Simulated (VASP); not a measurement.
# Zr (Fm-3m) in VASP: notebook

The runs below take Zr through single point, with PBE.

Everything below comes from runs of VASP 6.6.1. Logs are shortened: lines on timing, memory, paths and dates and some standing lists are left out, and cuts for length are marked.

### Step 1. The cell of the first run

It takes space group Fm-3m (No. 225, cubic). The conventional cell has a = 4.418 Å, b = 4.418 Å, c = 4.418 Å, α = 90.00°, β = 90.00°, γ = 90.00°. Zr (site symmetry m-3m) has 12 Zr at 3.12 Å within 4.1 Å.

### Step 2. Single point, PBE (volume scaled by 0.94)

Contents of INCAR:

```
PREC = Accurate ; ENCUT = 520
EDIFF = 1E-6 ; ISMEAR = -1
SIGMA = 0.05 ; LREAL = False
LASPH = True ; NELM = 100
ALGO = Normal ; ISIF = 2
LWAVE = False ; LCHARG = False
GGA = PE ; NBANDS = 12
```

Contents of KPOINTS:

```
regular mesh
0
Gamma
  10 10 10
```

Contents of POSCAR:

```
Zr
1.0
    0.0000000000      2.2089666752      2.2089666752
    2.2089666752      0.0000000000      2.2089666752
    2.2089666752      2.2089666752      0.0000000000
Zr
1
Direct
    0.0000000000      0.0000000000      0.0000000000
```

Potentials or basis: VASP PAW PBE potentials, release 64 (Zr_sv).

Launch:

```bash
$ cat potpaw_PBE.64/Zr_sv/POTCAR > POTCAR
$ mpirun -np 1 vasp_std > vasp.out
```

OUTCAR:

```text
PREC = Accurate
   ENCUT = 520
   EDIFF = 1E-6
   ISMEAR = -1
   LREAL = False
   LASPH = True
   NELM = 100
   ISIF = 2
   GGA = PE

 ion  position               nearest neighbor table
   1  0.000  0.000  0.000-

  LATTYP: Found a face centered cubic cell.
 ALAT       =     4.4179333504

  Lattice vectors:

 A1 = (   0.0000000000,   2.2089666752,   2.2089666752)
 A2 = (   2.2089666752,   0.0000000000,   2.2089666752)
 A3 = (   2.2089666752,   2.2089666752,   0.0000000000)

Analysis of symmetry for initial positions (statically):
=====================================================================
 Subroutine PRICEL returns:
 Original cell was already a primitive cell.

 Routine SETGRP: Setting up the symmetry group for a
 face centered cubic supercell.

 Subroutine GETGRP returns: Found 48 space group operations
[... 9 lines left out ...]

 Routine SETGRP: Setting up the symmetry group for a
 face centered cubic supercell.

 Subroutine GETGRP returns: Found 48 space group operations
[... 11 lines left out ...]
                                     Primitive cell

  volume of cell :      21.5575

  direct lattice vectors                    reciprocal lattice vectors
     0.000000000  2.208966675  2.208966675    -0.226350178  0.226350178  0.226350178
     2.208966675  0.000000000  2.208966675     0.226350178 -0.226350178  0.226350178
     2.208966675  2.208966675  0.000000000     0.226350178  0.226350178 -0.226350178

  length of vectors
     3.123950631  3.123950631  3.123950631     0.392050008  0.392050008  0.392050008

  position of ions in fractional coordinates (direct lattice)
     0.000000000  0.000000000  0.000000000

  ion indices of the primitive-cell ions
   primitive index   ion index
                 1           1

----------------------------------------------------------------------------------------

 KPOINTS: regular mesh

Automatic generation of k-mesh.
 Grid dimensions read from file:
 generate k-points for:   10   10   10

 Generating k-lattice:

  Cartesian coordinates                     Fractional coordinates (reciprocal lattice)
    -0.022635018  0.022635018  0.022635018     0.100000000  0.000000000  0.000000000
     0.022635018 -0.022635018  0.022635018     0.000000000  0.100000000  0.000000000
     0.022635018  0.022635018 -0.022635018     0.000000000  0.000000000  0.100000000

  Length of vectors
     0.039205001  0.039205001  0.039205001

  Shift w.r.t. Gamma in fractional coordinates (k-lattice)
     0.000000000  0.000000000  0.000000000

 Subroutine IBZKPT returns following result:
 ===========================================

 Found     47 irreducible k-points:

 Following reciprocal coordinates:
            Coordinates               Weight
  0.000000  0.000000  0.000000      1.000000
  0.100000  0.000000  0.000000      8.000000
  0.200000  0.000000  0.000000      8.000000
  0.300000  0.000000  0.000000      8.000000
  0.400000  0.000000  0.000000      8.000000
  0.500000  0.000000  0.000000      4.000000
[... 16 lines left out ...]
  0.300000  0.300000  0.000000      6.000000
  0.400000  0.300000  0.000000     24.000000
 [... further k-points ...]
   k-points           NKPTS =     47   k-points in BZ     NKDIM =     47   number of bands    NBANDS=     12
   number of dos      NEDOS =    301   number of ions     NIONS =      1
   total plane-waves  NPLWV =  13824
   dimension x,y,z NGX =    24 NGY =   24 NGZ =   24
   dimension x,y,z NGXF=    48 NGYF=   48 NGZF=   48
   ions per type =               1
   NGX,Y,Z   is equivalent  to a cutoff of  12.77, 12.77, 12.77 a.u.
   NGXF,Y,Z  is equivalent  to a cutoff of  25.54, 25.54, 25.54 a.u.
 SYSTEM =  unknown system
   PREC   = accura    normal or accurate (medium, high low for compatibility)
   ISTART =      0    job   : 0-new  1-cont  2-samecut
   ICHARG =      2    charge: 1-file 2-atom 10-const
   ISPIN  =      1    spin polarized calculation?
   LNONCOLLINEAR =      F non collinear calculations
   LSORBIT =      F    spin-orbit coupling
   LASPH  =      T    aspherical Exc in radial PAW
   ENCUT  =  520.0 eV  38.22 Ry    6.18 a.u.   5.81  5.81  5.81*2*pi/ulx,y,z
   NELM   =    100;   NELMIN=  2; NELMDL= -5     # of ELM steps
   EDIFF  = 0.1E-05   stopping-criterion for ELM
   LREAL  =      F    real-space projection
   EDIFFG = 0.1E-04   stopping-criterion for IOM
   NSW    =      0    number of steps for IOM
   IBRION =     -1    ionic relax: 0-MD 1-quasi-New 2-CG
   NFREE  =      0    steps in history (QN), initial steepest desc. (CG)
   ISIF   =      2    stress and relaxation
   ISYM   =      2    0-nonsym 1-usesym 2-fastsym
   POTIM  = 0.5000    time-step for ionic-motion
   TEBEG  =    0.0;   TEEND  =   0.0 temperature during run
   PSTRESS=    0.0 pullay stress
   NELECT =      12.0000    total number of electrons
   NUPDOWN=      -1.0000    fix difference up-down
   EMIN   =  10.00;   EMAX   =-10.00  energy-range for DOS
[... 5 lines left out ...]
     AMIX     =   0.40;   BMIX     =  1.00
     AMIX_MAG =   1.60;   BMIX_MAG =  1.00
  volume/ion in A,a.u.               =      21.56       145.48
  Fermi-wavevector in a.u.,A,eV,Ry     =   1.346696  2.544886 24.675374  1.813589
  Thomas-Fermi vector in A             =   2.474507
   LORBIT       =      0    0 simple, 1 ext, 2 COOP (PROOUT), +10 PAW based schemes
   GGA     = PE    functional components
   LHFCALC =     F    Hartree Fock is set to
   AEXX    =    0.0000 exact exchange contribution
   IVDW    =     0    specifies the selected vdW correction
   LEPSILON=     F    determine dielectric tensor
   LRPA    =     F    only Hartree local field effects (RPA)
 non-spin polarized calculation
  energy-cutoff  :      520.00
  volume of cell :       21.56
 maximum number of plane-waves:       589
   NGX = 11   NGY = 11   NGZ = 11

 number of electron      12.0000000 magnetization

 Free energy of the ion-electron system (eV)
  ---------------------------------------------------
  ext. energy  EPLUGINS =         0.00000000
  ---------------------------------------------------
  free energy    TOTEN  =        -8.44887929 eV

  energy without entropy =       -8.43742686  energy(sigma->0) =       -8.44315307

 E-fermi :   9.7737     XC(G=0): -11.4360

 val. band max:        9.7627091855   @ k =  -0.3000   0.1000   0.0000
 cond. band min:       9.8255959581   @ k =   0.4000   0.1000   0.0000
 fundamental gap:      0.0628867726
 Fermi energy:         9.7736739040

 k-point     1 :       0.0000    0.0000    0.0000
  band No.  band energies     occupation
      1     -38.7963      2.00000
      2     -16.1908      2.00000
      3     -16.1908      2.00000
      4     -16.1908      2.00000
      5       4.0998      2.00000
      6      10.7696      0.00000
      7      10.7696      0.00000
      8      10.7696      0.00000
      9      13.4338      0.00000
     10      13.4338      0.00000
     11      20.4204      0.00000
     12      24.8918      0.00000

 k-point     2 :       0.1000    0.0000    0.0000
  band No.  band energies     occupation
      1     -38.7783      2.00000
      2     -16.3166      2.00000
      3     -16.2060      2.00000
      4     -16.2060      2.00000
      5       4.4458      2.00000
      6      10.4619      0.00000
      7      10.9258      0.00000
      8      10.9258      0.00000
      9      13.2773      0.00000
     10      13.2773      0.00000
     11      21.1457      0.00000
     12      23.6896      0.00000

 k-point     3 :       0.2000    0.0000    0.0000
  band No.  band energies     occupation
      1     -38.7306      2.00000
      2     -16.6361      2.00000
      3     -16.2456      2.00000
      4     -16.2456      2.00000
      5       5.3369      2.00000
      6       9.9112      0.12001
      7      11.1531      0.00000
      8      11.1531      0.00000
      9      13.2001      0.00000
     10      13.2001      0.00000
     11      21.5553      0.00000
     12      23.3670      0.00000

 k-point     4 :       0.3000    0.0000    0.0000
  band No.  band energies     occupation
      1     -38.6709      2.00000
      2     -17.0136      2.00000
      3     -16.2938      2.00000
      4     -16.2938      2.00000
      5       6.2588      2.00000
      6       9.8379      0.43359
      7      10.9899      0.00000
      8      10.9899      0.00000
      9      13.8554      0.00000
     10      13.8554      0.00000
     11      20.3782      0.00000
     12      24.0839      0.00000

 k-point     5 :       0.4000    0.0000    0.0000
  band No.  band energies     occupation
      1     -38.6220      2.00000
      2     -17.3068      2.00000
      3     -16.3324      2.00000
      4     -16.3324      2.00000
      5       6.6121      2.00000
      6      10.6092      0.00000
      7      10.6882      0.00000
      8      10.6882      0.00000
      9      14.8855      0.00000
     10      14.8855      0.00000
     11      19.7908      0.00000
     12      22.0447      0.00000

 k-point     6 :       0.5000    0.0000    0.0000
  band No.  band energies     occupation
      1     -38.6032      2.00000
      2     -17.4161      2.00000
      3     -16.3471      2.00000
      4     -16.3471      2.00000
      5       6.6399      2.00000
      6      10.5624      0.00000
      7      10.5624      0.00000
      8      11.1795      0.00000
      9      15.4139      0.00000
     10      15.4139      0.00000
     11      20.2052      0.00000
     12      20.3037      0.00000

 k-point     7 :       0.1000    0.1000    0.0000
  band No.  band energies     occupation
      1     -38.7723      2.00000
      2     -16.3136      2.00000
      3     -16.2333      2.00000
      4     -16.2333      2.00000
      5       4.5609      2.00000
      6      10.2616      0.00012
      7      11.0517      0.00000
      8      11.0517      0.00000
      9      12.8174      0.00000
     10      13.5907      0.00000
     11      21.4129      0.00000
     12      24.2249      0.00000

 k-point     8 :       0.2000    0.1000    0.0000
  band No.  band energies     occupation
      1     -38.7345      2.00000
      2     -16.5507      2.00000
      3     -16.2824      2.00000
      4     -16.2636      2.00000
      5       5.2794      2.00000
      6       9.7435      1.29326
      7      11.2579      0.00000
      8      11.3606      0.00000
      9      12.4423      0.00000
     10      13.7205      0.00000
     11      22.5196      0.00000
     12      23.2909      0.00000
[... 166 lines left out ...]
 k-point    20 :      -0.4000    0.2000    0.0000
  band No.  band energies     occupation
      1     -38.5777      2.00000
      2     -17.2564      2.00000
      3     -16.6618      2.00000
      4     -16.4083      2.00000
      5       7.7063      2.00000
      6       9.1046      2.00000
      7      10.3632      0.00002
      8      11.5719      0.00000
      9      14.7205      0.00000
     10      17.0171      0.00000
     11      19.7973      0.00000
     12      22.8003      0.00000

 k-point    21 :      -0.3000    0.2000    0.0000
  band No.  band energies     occupation
      1     -38.6041      2.00000
      2     -17.1319      2.00000
      3     -16.6490      2.00000
      4     -16.3486      2.00000
      5       7.6986      2.00000
      6       9.4704      1.99537
      7       9.7027      1.61062
      8      11.6419      0.00000
      9      13.4253      0.00000
     10      16.6746      0.00000
     11      21.2094      0.00000
     12      23.3665      0.00000

 k-point    22 :      -0.2000    0.2000    0.0000
  band No.  band energies     occupation
      1     -38.6504      2.00000
      2     -16.9518      2.00000
      3     -16.5331      2.00000
      4     -16.2870      2.00000
      5       6.9693      2.00000
      6       9.2802      1.99990
      7      10.3165      0.00004
      8      11.9183      0.00000
      9      12.3080      0.00000
     10      15.4886      0.00000
     11      22.1888      0.00000
     12      24.9639      0.00000

 k-point    23 :       0.3000    0.3000    0.0000
  band No.  band energies     occupation
      1     -38.6297      2.00000
      2     -16.9699      2.00000
      3     -16.4763      2.00000
      4     -16.4763      2.00000
      5       6.7516      2.00000
      6       8.2107      2.00000
      7      11.0309      0.00000
      8      13.2153      0.00000
      9      13.2153      0.00000
     10      14.6315      0.00000
     11      24.3238      0.00000
     12      24.3238      0.00000

 k-point    24 :       0.4000    0.3000    0.0000
  band No.  band energies     occupation
      1     -38.5912      2.00000
      2     -17.1256      2.00000
      3     -16.5647      2.00000
      4     -16.5237      2.00000
      5       7.0025      2.00000
      6       7.9787      2.00000
      7      11.0279      0.00000
      8      13.4473      0.00000
      9      14.5844      0.00000
     10      15.2884      0.00000
     11      22.1386      0.00000
     12      23.2769      0.00000

 [... further k-points ...]
[... 5 lines left out ...]
  --------------------------------------------------------------------------------------
  -------------------------------------------------------------------------------------
  Total        1.0226636      1.0226636      1.0226636     -0.0000000     -0.0000000     -0.0000000
  in kB       76.0056547     76.0056547     76.0056547     -0.0000000     -0.0000000     -0.0000000
  external PRESSURE =      76.0056547 kB  Pullay stress =       0.0000000 kB

 VOLUME and BASIS-vectors are now :
 -----------------------------------------------------------------------------
  energy-cutoff  :      520.00
  volume of cell :       21.56
      direct lattice vectors                 reciprocal lattice vectors
     0.000000000  2.208966675  2.208966675    -0.226350178  0.226350178  0.226350178
     2.208966675  0.000000000  2.208966675     0.226350178 -0.226350178  0.226350178
     2.208966675  2.208966675  0.000000000     0.226350178  0.226350178 -0.226350178

 POSITION                                       TOTAL-FORCE (eV/Angst)
 -----------------------------------------------------------------------------------
      0.00000      0.00000      0.00000         0.000000     -0.000000      0.000000
 -----------------------------------------------------------------------------------
    total drift:                                0.000000      0.000000     -0.000000

  FREE ENERGIE OF THE ION-ELECTRON SYSTEM (eV)
  ---------------------------------------------------
  free  energy   TOTEN  =        -8.4488792902 eV

  energy  without entropy=       -8.4374268574  energy(sigma->0) =       -8.44315307
```

It took 6.5 s on 1 thread of Intel Xeon Platinum 8259CL at 2.50GHz (Skylake/Cascade Lake), shared host; peak memory 0.14 GiB.

What came out:

* Free energy: -8.4489 eV
* Pressure: 7.6 GPa
* Band gap on the k mesh: zero (band 6 reaches 10.77 eV, above the bottom of band 7 at 9.38 eV)

Levels at points of the mesh, in eV from the Fermi level:
| k point | band 2 | band 3 | band 4 | band 5 | band 6 | band 7 | band 8 | band 9 | band 10 | band 11 |
| --- | --- | --- | --- | --- | --- | --- | --- | --- | --- | --- |
| (0.00, 0.00, 0.00) | -25.96 | -25.96 | -25.96 | -5.67 | 1.00 | 1.00 | 1.00 | 3.66 | 3.66 | 10.65 |
| (0.50, 0.00, 0.00) | -27.19 | -26.12 | -26.12 | -3.13 | 0.79 | 0.79 | 1.41 | 5.64 | 5.64 | 10.43 |
| (0.50, 0.50, 0.00) | -27.11 | -26.40 | -26.40 | -3.29 | -2.46 | 3.45 | 5.65 | 6.21 | 6.21 | 10.40 |

### Step 3. Single point, PBE (volume scaled by 0.96)

Contents of INCAR:

```
ALGO = Normal ; EDIFF = 1E-7
ENCUT = 520 ; GGA = PE
ISIF = 2 ; ISMEAR = -1
LASPH = True ; LCHARG = False
LREAL = False ; LWAVE = False
NBANDS = 12 ; NELM = 100
PREC = Accurate ; SIGMA = 0.05
```

Contents of KPOINTS:

```
k-points
0
Gamma
  10 10 10
```

Contents of POSCAR:

```
Zr
1.0
    0.0000000000      2.2245232910      2.2245232910
    2.2245232910      0.0000000000      2.2245232910
    2.2245232910      2.2245232910      0.0000000000
Zr
1
Direct
    0.0000000000      0.0000000000      0.0000000000
```

Potentials or basis: VASP PAW PBE potentials, release 64 (Zr_sv).

Launch:

```bash
$ cat potpaw_PBE.64/Zr_sv/POTCAR > POTCAR
$ mpirun -np 1 vasp_std > vasp.out
```

It took 7.1 s on 1 thread of Intel Xeon Platinum 8259CL at 2.50GHz (Skylake/Cascade Lake), shared host; peak memory 0.14 GiB.

It converged, with:

```
Free energy            : -8.4675 eV
Pressure               : 5.3 GPa
Band gap on the k mesh : zero (band 6 reaches 10.52 eV, above the bottom of band 7 at 9.17 eV)
```

Levels at points of the mesh, in eV from the Fermi level:
```csv
k point,band 4,band 5,band 6,band 7,band 8,band 9
"(0.00, 0.00, 0.00)",-26.03,-5.64,1.00,1.00,1.00,3.59
"(0.50, 0.00, 0.00)",-26.18,-3.07,0.80,0.80,1.32,5.51
"(0.50, 0.50, 0.00)",-26.44,-3.20,-2.37,3.32,5.52,6.07
```

(Part 1 of 2 ends here.)
